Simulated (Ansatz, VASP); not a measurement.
One calculation of Si3N4, two programs

```xyz
7
Lattice="3.8237 0.0000 0.0000 0.0000 3.8237 0.0000 0.0000 0.0000 3.8237" Properties=species:S:1:pos:R:3 pbc="T T T"
Si    1.9118    1.9118    0.0000
Si    0.0000    1.9118    1.9118
Si    1.9118    0.0000    1.9118
N     1.9118    1.9118    1.9118
N     1.9118    0.0000    0.0000
N     0.0000    1.9118    0.0000
N     0.0000    0.0000    1.9118
```

Change from the starting cell: species swapped into the W3N4 type (Pm-3m, No. 221).

Alike in both runs: task single point; functional PBE; k mesh 4 × 4 × 4; occupations gaussian, width 0.1 eV; collinear spin.

```csv
,VASP,Ansatz
version,VASP 6.6.1,Ansatz 0.2.0
potentials or method,"VASP PAW PBE potentials, release 64 (Si, N), cutoff 520 eV","scalar-relativistic, plane waves, PAW"
valence electrons in the cell,32,32
```

```csv
,VASP,Ansatz,Ansatz less VASP
gap on the k mesh at the Fermi level (eV),none,none,-
pressure (GPa),0.0,0.0,-0.05
net moment per atom (μB),0.00,0.00,0.000
```

A gap of «none» marks a metal or a gap that the smearing closes. With one functional, cell and mesh, what is left measures potentials, basis and numerics. Ansatz's warnings: seeded moment not kept.

The k mesh is coarse, so the values compare programs but aren't converged.
